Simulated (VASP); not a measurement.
# BP (zincblende type) (F-43m) in VASP: further runs, part 2 of 2

VASP 6.6.1.

## 4. Single point, PBEsol (10.85 Å³/atom)

This run uses another cell than the first one, of 10.85 Å³/atom.

File INCAR:

```
SYSTEM = BP
  ALGO = Normal
  EDIFF = 1E-6
  ENCUT = 500
  GGA = PS
  GGA_COMPAT = .FALSE.
  ISIF = 2
  ISMEAR = -1
  LASPH = .TRUE.
  LCHARG = .TRUE.
  LELF = .TRUE.
  LREAL = .FALSE.
  LVHAR = .TRUE.
  LWAVE = .FALSE.
  NBANDS = 11
  NELM = 120
  PREC = Accurate
  SIGMA = 0.05
```

File KPOINTS:

```
k-points
0
G
  15 15 15
  0 0 0
```

File POSCAR:

```
BP
1.0
    0.0000000000      2.2139304147      2.2139304147
    2.2139304147      0.0000000000      2.2139304147
    2.2139304147      2.2139304147      0.0000000000
B P
1 1
Direct
    0.0000000000      0.0000000000      0.0000000000
    0.2500000000      0.2500000000      0.2500000000
```

Potentials or basis: VASP PAW PBE potentials, release 64 (B, P).

Run with:

```console
> cat potpaw_PBE.64/B/POTCAR potpaw_PBE.64/P/POTCAR > POTCAR
> mpirun -np 1 vasp_std > vasp.out
```

OUTCAR:

```text
SYSTEM = BP
   EDIFF = 1E-6
   ENCUT = 500
   GGA = PS
   ISIF = 2
   ISMEAR = -1
   LASPH = .TRUE.
   LREAL = .FALSE.
   NELM = 120
   PREC = Accurate

 ion  position               nearest neighbor table
   1  0.000  0.000  0.000-   2 1.92   2 1.92   2 1.92   2 1.92
   2  0.250  0.250  0.250-   1 1.92   1 1.92   1 1.92   1 1.92

  LATTYP: Found a face centered cubic cell.
 ALAT       =     4.4278608294

  Lattice vectors:

 A1 = (   0.0000000000,   2.2139304147,   2.2139304147)
 A2 = (   2.2139304147,   0.0000000000,   2.2139304147)
 A3 = (   2.2139304147,   2.2139304147,   0.0000000000)

Analysis of symmetry for initial positions (statically):
=====================================================================
 Subroutine PRICEL returns:
 Original cell was already a primitive cell.

 Routine SETGRP: Setting up the symmetry group for a
 face centered cubic supercell.

 Subroutine GETGRP returns: Found 24 space group operations
 (whereof 24 operations were pure point group operations)
 out of a pool of 48 trial point group operations.

The static configuration has the point symmetry T_d .

[... 170 lines left out ...]
      3       8.2985      1.99990
      4       8.2985      1.99990
      5      11.7758      0.00000
      6      11.7758      0.00000
      7      11.7758      0.00000
      8      16.7803      0.00000
      9      20.0717      0.00000
     10      20.6439      0.00000
     11      20.6439      0.00000
[... 309 lines left out ...]
 k-point    24 :       0.2000    0.1333    0.0000
  band No.  band energies     occupation
      1      -7.1085      2.00000
      2       5.5796      2.00000
      3       6.4473      2.00000
      4       6.8894      2.00000
      5      10.9965      0.00000
      6      14.2388      0.00000
      7      14.3585      0.00000
      8      15.5514      0.00000
      9      19.7855      0.00000
     10      21.1485      0.00000
     11      22.3135      0.00000

 [... further k-points ...]

------------------------ aborting loop because EDIFF is reached ----------------------------------------

  FORCE on cell =-STRESS in cart. coord.  units (eV):
  Direction    XX          YY          ZZ          XY          YZ          ZX
  --------------------------------------------------------------------------------------
  -------------------------------------------------------------------------------------
  Total        1.6104165      1.6104165      1.6104165      0.0000000      0.0000000      0.0000000
  in kB      118.8849521    118.8849521    118.8849521      0.0000000      0.0000000      0.0000000
  external PRESSURE =     118.8849521 kB  Pullay stress =       0.0000000 kB

 VOLUME and BASIS-vectors are now :
 -----------------------------------------------------------------------------
  energy-cutoff  :      500.00
  volume of cell :       21.70
      direct lattice vectors                 reciprocal lattice vectors
     0.000000000  2.213930415  2.213930415    -0.225842690  0.225842690  0.225842690
     2.213930415  0.000000000  2.213930415     0.225842690 -0.225842690  0.225842690
     2.213930415  2.213930415  0.000000000     0.225842690  0.225842690 -0.225842690

 POSITION                                       TOTAL-FORCE (eV/Angst)
 -----------------------------------------------------------------------------------
      0.00000      0.00000      0.00000        -0.000000     -0.000000      0.000000
      1.10697      1.10697      1.10697         0.000000      0.000000      0.000000
 -----------------------------------------------------------------------------------
    total drift:                                0.000000      0.000000      0.000000

  FREE ENERGIE OF THE ION-ELECTRON SYSTEM (eV)
  ---------------------------------------------------
  free  energy   TOTEN  =       -13.6236180133 eV

  energy  without entropy=      -13.6236178388  energy(sigma->0) =      -13.62361793
```

OSZICAR:

```text
N       E                     dE             d eps       ncg     rms          rms(c)
DAV:   1     0.824254935042E+01    0.82425E+01   -0.40183E+03  2648   0.647E+02
DAV:   2    -0.139131298500E+02   -0.22156E+02   -0.21224E+02  3530   0.110E+02
DAV:   3    -0.144948792231E+02   -0.58175E+00   -0.58044E+00  3315   0.155E+01
DAV:   4    -0.144969552662E+02   -0.20760E-02   -0.20759E-02  3025   0.109E+00
DAV:   5    -0.144969643972E+02   -0.91311E-05   -0.91316E-05  3284   0.717E-02    0.782E+00
DAV:   6    -0.137572180905E+02    0.73975E+00   -0.14992E+00  3009   0.543E+00    0.417E+00
DAV:   7    -0.136333870741E+02    0.12383E+00   -0.31701E-01  3302   0.277E+00    0.131E+00
DAV:   8    -0.136234260252E+02    0.99610E-02   -0.28124E-02  3122   0.969E-01    0.188E-01
DAV:   9    -0.136235616018E+02   -0.13558E-03   -0.69281E-04  3039   0.186E-01    0.119E-01
DAV:  10    -0.136236140836E+02   -0.52482E-04   -0.10181E-04  2989   0.615E-02    0.224E-02
DAV:  11    -0.136236177426E+02   -0.36590E-05   -0.63791E-06  3303   0.147E-02    0.294E-02
DAV:  12    -0.136236180133E+02   -0.27075E-06   -0.18558E-06  1975   0.633E-03
   1 F= -.13623618E+02 E0= -.13623618E+02  d E =-.174505E-06
```

Run time: 31 s. Hardware: 1 thread of Intel Xeon 8259CL, shared host; peak memory 0.15 GiB.

What came out:

- Free energy: -13.6236 eV
- Pressure: 11.9 GPa
- Band gap on the k mesh: 1.03 eV (least direct gap 3.48 eV)

Caveat: the cell stands under pressure; the PAW data sets were made with another functional, which shifts forces and pressure a little; an odd mesh through Γ misses points on the zone boundary, where band edges can lie.

## 5. The runs side by side

```csv
cell,gap on the mesh (eV),pressure (GPa)
"a = 2.754 Å, angles 60.0°, 2 atoms",0.29,170.3
"a = 2.865 Å, angles 60.0°, 2 atoms",0.52,101.8
"a = 3.131 Å, angles 60.0°, 2 atoms",1.03,11.9
```

Alike in all rows: task single point; level PBEsol; potentials or basis VASP PAW PBE potentials, release 64 (B, P); no spin polarisation; k mesh 15 × 15 × 15; cutoff (eV) 500; smearing fermi-dirac 0.05 eV.

Caveats: the cell stands under pressure; the PAW data sets were made with another functional, which shifts forces and pressure a little; an odd mesh through Γ misses points on the zone boundary, where band edges can lie.

Absolute energies hang on the potentials; compare differences alone.
